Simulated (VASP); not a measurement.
Runs of VASP 6.6.1 on C. The structure is that of space group Fd-3m (No. 227), or close to it. The cells are those of the table. 

```csv
task,cell,cutoff (eV),gap on the mesh (eV),pressure (GPa)
single point,"a = 2.188 Å, angles 60.0°, 2 atoms",520,5.20,(a)
relaxation of cell and atoms,"relaxed from a = 2.843 Å, angles 60.0°, 2 atoms",600,4.14,0.0
single point,"a = 2.483 Å, angles 60.0°, 2 atoms",520,(b),25.3
single point,"a = 2.392 Å, angles 60.0°, 2 atoms",520,4.50,96.0
single point,"a = 2.526 Å, angles 60.0°, 2 atoms",520,4.14,0.6
```

Alike in all rows: level PBE; potentials or basis VASP PAW PBE potentials, release 64 (C); no spin polarisation; k mesh 18 × 18 × 18; smearing fermi-dirac 0.1 eV.

Fill in the values left out.

(a) 404.7; (b) 4.25.

A k mesh can miss the band edges.
